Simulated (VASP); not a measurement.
# Pb (P6_3/mmc) in VASP: further runs

Runs on Pb. Level: LDA. Tasks: single point.

Program: VASP 6.6.1. These are calculated values, not measurements. Logs are shortened: lines on timing, memory, paths and dates and some standing lists are left out, and cuts for length are marked.

**1. The cell of the first run**

It takes space group P6_3/mmc (No. 194, hexagonal). The conventional cell has a = 3.418 Å, b = 3.418 Å, c = 5.703 Å, α = 90.00°, β = 90.00°, γ = 120.00°. Pb (site symmetry -6m2) has 12 Pb at 3.42 to 3.47 Å within 4.5 Å.

This isn't the form of Pb at room conditions, which is fcc.

**2. Single point, LDA**

INCAR reads:

```
PREC = Accurate
ENCUT = 520
EDIFF = 1E-6
ISMEAR = -1
SIGMA = 0.05
LREAL = False
LASPH = True
NELM = 100
ALGO = Normal
ISIF = 2
LWAVE = False
LCHARG = False
NBANDS = 21
```

KPOINTS reads:

```
Automatic mesh
0
Gamma
  14 14 8
```

POSCAR reads:

```
Pb
1.0
    3.4176055487      0.0000000000      0.0000000000
   -1.7088027744      2.9597332253      0.0000000000
    0.0000000000      0.0000000000      5.7026076494
Pb
2
Direct
    0.3333333333      0.6666666667      0.2500000000
    0.6666666667      0.3333333333      0.7500000000
```

Potentials or basis: VASP PAW LDA potentials, release 64 (Pb_d).

Launch:

```
cat potpaw_LDA.64/Pb_d/POTCAR > POTCAR
mpirun -np 1 vasp_std > vasp.out
```

OUTCAR:

```text
PREC = Accurate
   ENCUT = 520
   EDIFF = 1E-6
   ISMEAR = -1
   LREAL = False
   LASPH = True
   NELM = 100
   ISIF = 2

 ion  position               nearest neighbor table
   1  0.333  0.667  0.250-   2 3.47   2 3.47   2 3.47   2 3.47   2 3.47   2 3.47
   2  0.667  0.333  0.750-   1 3.47   1 3.47   1 3.47   1 3.47   1 3.47   1 3.47

  LATTYP: Found a hexagonal cell.
 ALAT       =     3.4176055487
 C/A-ratio  =     1.6685973756

  Lattice vectors:

 A1 = (   3.4176055487,   0.0000000000,   0.0000000000)
 A2 = (  -1.7088027744,   2.9597332253,   0.0000000000)
 A3 = (   0.0000000000,   0.0000000000,   5.7026076494)

Analysis of symmetry for initial positions (statically):
=====================================================================
 Subroutine PRICEL returns:
 Original cell was already a primitive cell.

 Routine SETGRP: Setting up the symmetry group for a
 hexagonal supercell.

 Subroutine GETGRP returns: Found 24 space group operations
 (whereof 12 operations were pure point group operations)
 out of a pool of 24 trial point group operations.

The static configuration has the point symmetry D_3d.
 The point group associated with its full space group is D_6h.

Analysis of symmetry for dynamics (positions and initial velocities):
=====================================================================
 Subroutine PRICEL returns:
 Original cell was already a primitive cell.

 Routine SETGRP: Setting up the symmetry group for a
 hexagonal supercell.

 Subroutine GETGRP returns: Found 24 space group operations
 (whereof 12 operations were pure point group operations)
 out of a pool of 24 trial point group operations.

The dynamic configuration has the point symmetry D_3d.
 The point group associated with its full space group is D_6h.

 Subroutine INISYM returns: Found 24 space group operations
 (whereof 12 operations are pure point group operations),
 and found     1 'primitive' translations

----------------------------------------------------------------------------------------

                                     Primitive cell

  volume of cell :      57.6830

  direct lattice vectors                    reciprocal lattice vectors
     3.417605549  0.000000000  0.000000000     0.292602521  0.168934144  0.000000000
    -1.708802774  2.959733225  0.000000000     0.000000000  0.337868289  0.000000000
     0.000000000  0.000000000  5.702607649     0.000000000  0.000000000  0.175358373

  length of vectors
     3.417605549  3.417605549  5.702607649     0.337868289  0.337868289  0.175358373

  position of ions in fractional coordinates (direct lattice)
     0.333333333  0.666666667  0.250000000
     0.666666667  0.333333333  0.750000000

  ion indices of the primitive-cell ions
   primitive index   ion index
                 1           1
                 2           2

----------------------------------------------------------------------------------------

 KPOINTS: Automatic mesh

Automatic generation of k-mesh.
 Grid dimensions read from file:
 generate k-points for:   14   14    8

 Generating k-lattice:

  Cartesian coordinates                     Fractional coordinates (reciprocal lattice)
     0.020900180  0.012066725  0.000000000     0.071428571  0.000000000  0.000000000
     0.000000000  0.024133449  0.000000000     0.000000000  0.071428571  0.000000000
     0.000000000  0.000000000  0.021919797     0.000000000  0.000000000  0.125000000

  Length of vectors
     0.024133449  0.024133449  0.021919797

  Shift w.r.t. Gamma in fractional coordinates (k-lattice)
     0.000000000  0.000000000  0.000000000

 Subroutine IBZKPT returns following result:
 ===========================================

 Found    120 irreducible k-points:

 Following reciprocal coordinates:
            Coordinates               Weight
  0.000000  0.000000  0.000000      1.000000
  0.071429  0.000000  0.000000      6.000000
  0.142857  0.000000  0.000000      6.000000
  0.214286  0.000000  0.000000      6.000000
  0.285714 -0.000000  0.000000      6.000000
  0.357143  0.000000  0.000000      6.000000
[... 16 lines left out ...]
  0.285714  0.285714  0.000000      6.000000
  0.357143  0.285714  0.000000      6.000000
 [... further k-points ...]
   k-points           NKPTS =    120   k-points in BZ     NKDIM =    120   number of bands    NBANDS=     21
   number of dos      NEDOS =    301   number of ions     NIONS =      2
   total plane-waves  NPLWV =  32928
   dimension x,y,z NGX =    28 NGY =   28 NGZ =   42
   dimension x,y,z NGXF=    56 NGYF=   56 NGZF=   84
   ions per type =               2
   NGX,Y,Z   is equivalent  to a cutoff of  13.62, 13.62, 12.24 a.u.
   NGXF,Y,Z  is equivalent  to a cutoff of  27.24, 27.24, 24.49 a.u.
 SYSTEM =  unknown system
   PREC   = accura    normal or accurate (medium, high low for compatibility)
   ISTART =      0    job   : 0-new  1-cont  2-samecut
   ICHARG =      2    charge: 1-file 2-atom 10-const
   ISPIN  =      1    spin polarized calculation?
   LNONCOLLINEAR =      F non collinear calculations
   LSORBIT =      F    spin-orbit coupling
   LASPH  =      T    aspherical Exc in radial PAW
   ENCUT  =  520.0 eV  38.22 Ry    6.18 a.u.   6.35  6.35 10.60*2*pi/ulx,y,z
   NELM   =    100;   NELMIN=  2; NELMDL= -5     # of ELM steps
   EDIFF  = 0.1E-05   stopping-criterion for ELM
   LREAL  =      F    real-space projection
   EDIFFG = 0.1E-04   stopping-criterion for IOM
   NSW    =      0    number of steps for IOM
   IBRION =     -1    ionic relax: 0-MD 1-quasi-New 2-CG
   NFREE  =      0    steps in history (QN), initial steepest desc. (CG)
   ISIF   =      2    stress and relaxation
   ISYM   =      2    0-nonsym 1-usesym 2-fastsym
   POTIM  = 0.5000    time-step for ionic-motion
   TEBEG  =    0.0;   TEEND  =   0.0 temperature during run
   PSTRESS=    0.0 pullay stress
   NELECT =      28.0000    total number of electrons
   NUPDOWN=      -1.0000    fix difference up-down
   EMIN   =  10.00;   EMAX   =-10.00  energy-range for DOS
   EFERMI =   0.00;   METHOD = LEGACY
   ISMEAR =    -1;   SIGMA  =   0.05  broadening in eV -4-tet -1-fermi 0-gaus
   EFERMI_NEDOS =   21; number of points for ismear=-14 and -15
   IALGO  =     38    algorithm
   IMIX   =      4    mixing-type and parameters
     AMIX     =   0.40;   BMIX     =  1.00
     AMIX_MAG =   1.60;   BMIX_MAG =  1.00
  volume/ion in A,a.u.               =      28.84       194.63
  Fermi-wavevector in a.u.,A,eV,Ry     =   1.286604  2.431329 22.522396  1.655349
  Thomas-Fermi vector in A             =   2.418668
   LORBIT       =      0    0 simple, 1 ext, 2 COOP (PROOUT), +10 PAW based schemes
   GGA     = CA    functional components
   LHFCALC =     F    Hartree Fock is set to
   AEXX    =    0.0000 exact exchange contribution
   IVDW    =     0    specifies the selected vdW correction
   LEPSILON=     F    determine dielectric tensor
   LRPA    =     F    only Hartree local field effects (RPA)
 non-spin polarized calculation
  energy-cutoff  :      520.00
  volume of cell :       57.68
 maximum number of plane-waves:      1574
 NGX is ok and might be reduce to    28
   NGX = 13   NGY = 13   NGZ = 21

 number of electron      28.0000004 magnetization

 Free energy of the ion-electron system (eV)
  ---------------------------------------------------
  ext. energy  EPLUGINS =         0.00000000
  ---------------------------------------------------
  free energy    TOTEN  =        -8.49312700 eV

  energy without entropy =       -8.48428881  energy(sigma->0) =       -8.48870791

 E-fermi :   7.5620     XC(G=0): -10.6984

 val. band max:        7.5609581952   @ k =   0.3571   0.2143   0.0000
 cond. band min:       7.5658173852   @ k =   0.3571   0.2857   0.2500
 fundamental gap:      0.0048591900
 Fermi energy:         7.5620262074

 k-point     1 :       0.0000    0.0000    0.0000
  band No.  band energies     occupation
      1      -9.5205      2.00000
      2      -9.4894      2.00000
      3      -9.4573      2.00000
      4      -9.4573      2.00000
      5      -9.4341      2.00000
      6      -9.4341      2.00000
[... 13 lines left out ...]
     20      16.9805      0.00000
     21      19.3565      0.00000

 k-point     2 :       0.0714    0.0000    0.0000
  band No.  band energies     occupation
      1      -9.5149      2.00000
      2      -9.4901      2.00000
      3      -9.4497      2.00000
      4      -9.4423      2.00000
      5      -9.4323      2.00000
      6      -9.4197      2.00000
[... 13 lines left out ...]
     20      17.5684      0.00000
     21      18.7865      0.00000

 k-point     3 :       0.1429    0.0000    0.0000
  band No.  band energies     occupation
      1      -9.5278      2.00000
      2      -9.4712      2.00000
      3      -9.4449      2.00000
      4      -9.4038      2.00000
      5      -9.4001      2.00000
      6      -9.3789      2.00000
[... 13 lines left out ...]
     20      17.7917      0.00000
     21      18.3922      0.00000

 k-point     4 :       0.2143    0.0000    0.0000
  band No.  band energies     occupation
      1      -9.5601      2.00000
      2      -9.4620      2.00000
      3      -9.4258      2.00000
      4      -9.4128      2.00000
      5      -9.3882      2.00000
      6      -9.3459      2.00000
[... 13 lines left out ...]
     20      17.2174      0.00000
     21      18.2926      0.00000

 k-point     5 :       0.2857   -0.0000    0.0000
  band No.  band energies     occupation
      1      -9.5958      2.00000
      2      -9.4786      2.00000
      3      -9.4543      2.00000
      4      -9.4086      2.00000
      5      -9.3824      2.00000
      6      -9.2852      2.00000
[... 13 lines left out ...]
     20      16.8310      0.00000
     21      18.4376      0.00000
[... 382 lines left out ...]
     20      18.6602      0.00000
     21      20.2462      0.00000

 k-point    22 :       0.3571    0.2143    0.0000
  band No.  band energies     occupation
      1      -9.5495      2.00000
      2      -9.5179      2.00000
      3      -9.4183      2.00000
      4      -9.4107      2.00000
      5      -9.3525      2.00000
      6      -9.3203      2.00000
[... 13 lines left out ...]
     20      18.5364      0.00000
     21      21.1597      0.00000

 k-point    23 :       0.2857    0.2857    0.0000
  band No.  band energies     occupation
      1      -9.5519      2.00000
      2      -9.4401      2.00000
      3      -9.4390      2.00000
      4      -9.4119      2.00000
      5      -9.3564      2.00000
      6      -9.3035      2.00000
[... 13 lines left out ...]
     20      20.6182      0.00000
     21      20.7429      0.00000

 k-point    24 :       0.3571    0.2857    0.0000
  band No.  band energies     occupation
      1      -9.5589      2.00000
      2      -9.4398      2.00000
      3      -9.3991      2.00000
      4      -9.3898      2.00000
      5      -9.3721      2.00000
      6      -9.3230      2.00000
[... 13 lines left out ...]
     20      20.6131      0.00000
     21      22.0601      0.00000

 [... further k-points ...]

------------------------ aborting loop because EDIFF is reached ----------------------------------------

  FORCE on cell =-STRESS in cart. coord.  units (eV):
  Direction    XX          YY          ZZ          XY          YZ          ZX
  --------------------------------------------------------------------------------------
  -------------------------------------------------------------------------------------
  Total        0.0074777      0.0074777      0.0321764     -0.0000000      0.0000000      0.0000000
  in kB        0.2076958      0.2076958      0.8937157     -0.0000000      0.0000000      0.0000000
  external PRESSURE =       0.4363691 kB  Pullay stress =       0.0000000 kB

 VOLUME and BASIS-vectors are now :
 -----------------------------------------------------------------------------
  energy-cutoff  :      520.00
  volume of cell :       57.68
      direct lattice vectors                 reciprocal lattice vectors
     3.417605549  0.000000000  0.000000000     0.292602521  0.168934144  0.000000000
    -1.708802774  2.959733225  0.000000000     0.000000000  0.337868289  0.000000000
     0.000000000  0.000000000  5.702607649     0.000000000  0.000000000  0.175358373

 POSITION                                       TOTAL-FORCE (eV/Angst)
 -----------------------------------------------------------------------------------
     -0.00000      1.97316      1.42565         0.000000      0.000000      0.000000
      1.70880      0.98658      4.27696        -0.000000     -0.000000      0.000000
 -----------------------------------------------------------------------------------
    total drift:                                0.000000     -0.000000      0.000000

  FREE ENERGIE OF THE ION-ELECTRON SYSTEM (eV)
  ---------------------------------------------------
  free  energy   TOTEN  =        -8.4931269961 eV

  energy  without entropy=       -8.4842888143  energy(sigma->0) =       -8.48870791
```

Wall time 60 s (1 thread of Intel Xeon 6975P-C (Granite Rapids), shared host); peak memory 0.23 GiB.

Results:

* Free energy: -8.4931 eV
* Pressure: 0.0 GPa
* Band gap on the k mesh: zero (bands 14 and 15 overlap by 7.91 eV)

Caveat: spin-orbit coupling is left out, which moves the levels of the heavy elements.

**3. Single point, LDA**

INCAR reads:

```
PREC = Accurate
ENCUT = 520
EDIFF = 1E-6
ISMEAR = -1
SIGMA = 0.05
LREAL = F
LASPH = T
NELM = 60
ALGO = Normal
ISIF = 2
LWAVE = F
LCHARG = F
GGA = CA
NBANDS = 21
```

KPOINTS reads:

```
regular mesh
0
Gamma
  14 14 8
```

POSCAR is that of step 2.

Potentials or basis: VASP PAW LDA potentials, release 64 (Pb_d).

Launch:

```
cat potpaw_LDA.64/Pb_d/POTCAR > POTCAR
mpirun -np 1 vasp_std > vasp.out
```

OUTCAR:

```text
PREC = Accurate
   ENCUT = 520
   EDIFF = 1E-6
   ISMEAR = -1
   LREAL = F
   LASPH = T
   NELM = 60
   ISIF = 2
   GGA = CA

 ion  position               nearest neighbor table
   1  0.333  0.667  0.250-   2 3.47   2 3.47   2 3.47   2 3.47   2 3.47   2 3.47
   2  0.667  0.333  0.750-   1 3.47   1 3.47   1 3.47   1 3.47   1 3.47   1 3.47

  LATTYP: Found a hexagonal cell.
 ALAT       =     3.4176055487
 C/A-ratio  =     1.6685973756

  Lattice vectors:

 A1 = (   3.4176055487,   0.0000000000,   0.0000000000)
 A2 = (  -1.7088027744,   2.9597332253,   0.0000000000)
 A3 = (   0.0000000000,   0.0000000000,   5.7026076494)

Analysis of symmetry for initial positions (statically):
=====================================================================
 Subroutine PRICEL returns:
 Original cell was already a primitive cell.

 Routine SETGRP: Setting up the symmetry group for a
 hexagonal supercell.

 Subroutine GETGRP returns: Found 24 space group operations
 (whereof 12 operations were pure point group operations)
 out of a pool of 24 trial point group operations.

[... 160 lines left out ...]
  free energy    TOTEN  =        -8.49312700 eV

  energy without entropy =       -8.48428881  energy(sigma->0) =       -8.48870791

 E-fermi :   7.5620     XC(G=0): -10.6984

 val. band max:        7.5609581952   @ k =   0.3571   0.2143   0.0000
 cond. band min:       7.5658173852   @ k =   0.3571   0.2857   0.2500
 fundamental gap:      0.0048591900
 Fermi energy:         7.5620262074

 k-point     1 :       0.0000    0.0000    0.0000
  band No.  band energies     occupation
      1      -9.5205      2.00000
      2      -9.4894      2.00000
      3      -9.4573      2.00000
      4      -9.4573      2.00000
      5      -9.4341      2.00000
      6      -9.4341      2.00000
[... 565 lines left out ...]
     20      20.6131      0.00000
     21      22.0601      0.00000

 [... further k-points ...]

------------------------ aborting loop because EDIFF is reached ----------------------------------------

  FORCE on cell =-STRESS in cart. coord.  units (eV):
  Direction    XX          YY          ZZ          XY          YZ          ZX
  --------------------------------------------------------------------------------------
  -------------------------------------------------------------------------------------
  Total        0.0074777      0.0074777      0.0321764     -0.0000000      0.0000000      0.0000000
  in kB        0.2076958      0.2076958      0.8937157     -0.0000000      0.0000000      0.0000000
  external PRESSURE =       0.4363691 kB  Pullay stress =       0.0000000 kB

 VOLUME and BASIS-vectors are now :
 -----------------------------------------------------------------------------
  energy-cutoff  :      520.00
  volume of cell :       57.68
      direct lattice vectors                 reciprocal lattice vectors
     3.417605549  0.000000000  0.000000000     0.292602521  0.168934144  0.000000000
    -1.708802774  2.959733225  0.000000000     0.000000000  0.337868289  0.000000000
     0.000000000  0.000000000  5.702607649     0.000000000  0.000000000  0.175358373

 POSITION                                       TOTAL-FORCE (eV/Angst)
 -----------------------------------------------------------------------------------
     -0.00000      1.97316      1.42565         0.000000      0.000000      0.000000
      1.70880      0.98658      4.27696        -0.000000     -0.000000      0.000000
 -----------------------------------------------------------------------------------
    total drift:                                0.000000     -0.000000      0.000000

  FREE ENERGIE OF THE ION-ELECTRON SYSTEM (eV)
  ---------------------------------------------------
  free  energy   TOTEN  =        -8.4931269961 eV

  energy  without entropy=       -8.4842888143  energy(sigma->0) =       -8.48870791
```

stdout:

```text
POSCAR found type information on POSCAR Pb
 POSCAR found :  1 types and       2 ions
 scaLAPACK will be used
 LDA part: xc-table for (Slater(with rela. corr.)+CA(PZ))
 , standard interpolation
 POSCAR, INCAR and KPOINTS ok, starting setup
 FFT: planning ... GRIDC
 FFT: planning ... GRID_SOFT
 FFT: planning ... GRID
 WAVECAR not read
 entering main loop
```

Wall time 64 s (1 thread of Intel Xeon 6975P-C (Granite Rapids), shared host); peak memory 0.23 GiB.

What came out:

```yaml
Free_energy: -8.4931 eV
Pressure: 0.0 GPa
Band_gap_on_the_k_mesh: zero (bands 14 and 15 overlap by 7.91 eV)
```

Levels at points of the mesh, in eV from the Fermi level:
```csv
k point,band 11,band 12,band 13,band 14,band 15,band 16,band 17,band 18
"(0.00, 0.00, 0.00)",-12.10,-8.38,-4.47,6.07,6.07,7.47,7.89,7.89
"(0.50, 0.00, 0.00)",-8.32,-7.12,-3.09,-1.72,-0.53,1.79,2.26,5.80
"(0.00, 0.00, 0.50)",-10.87,-10.87,0.58,0.58,6.92,6.92,6.92,6.92
"(0.50, 0.00, 0.50)",-7.51,-7.51,-3.88,-3.88,3.55,3.55,3.65,3.65
```

Caveat: spin-orbit coupling is left out, which moves the levels of the heavy elements.
